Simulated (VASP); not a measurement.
A run of VASP 6.6.1 is set up as follows.

Contents of INCAR:

```
SYSTEM = Te2Mo
PREC = Accurate
ENCUT = 520
EDIFF = 1E-6
ISMEAR = 0
SIGMA = 0.02
LREAL = .False.
LASPH = .True.
NELM = 60
ALGO = Normal
ISIF = 2
LWAVE = .False.
LCHARG = .True.
LDIPOL = .True.
IDIPOL = 3
DIPOL = 0.5 0.5 0.500
GGA = PE
IVDW = 12
LELF = .True.
LVHAR = .True.
LVACPOTAV = .True.
NBANDS = 20
```

Contents of KPOINTS:

```
regular mesh
0
Gamma
  9 9 1
  0 0 0
```

Contents of POSCAR:

```
Te2Mo
1.0
    3.6910000000      0.0000000000      0.0000000000
   -1.8455000000      3.1964997654      0.0000000000
    0.0000000000      0.0000000000     33.2698832047
Te Mo
2 1
Direct
    0.3333333333      0.6666666667      0.4415988332
    0.3333333333      0.6666666667      0.5584011668
    0.6666666667      0.3333333333      0.5000000000
```

Potentials or basis: VASP PAW PBE potentials, release 64 (Te, Mo_sv).

The run is started by

```bash
$ cat potpaw_PBE.64/Te/POTCAR potpaw_PBE.64/Mo_sv/POTCAR > POTCAR
$ mpirun -np 1 vasp_std > vasp.out
```

(1) Predict the dispersion energy per atom.

(2) Predict the largest force.

## Answers

(1) -0.399 eV.

(2) 1.275 eV/Å.
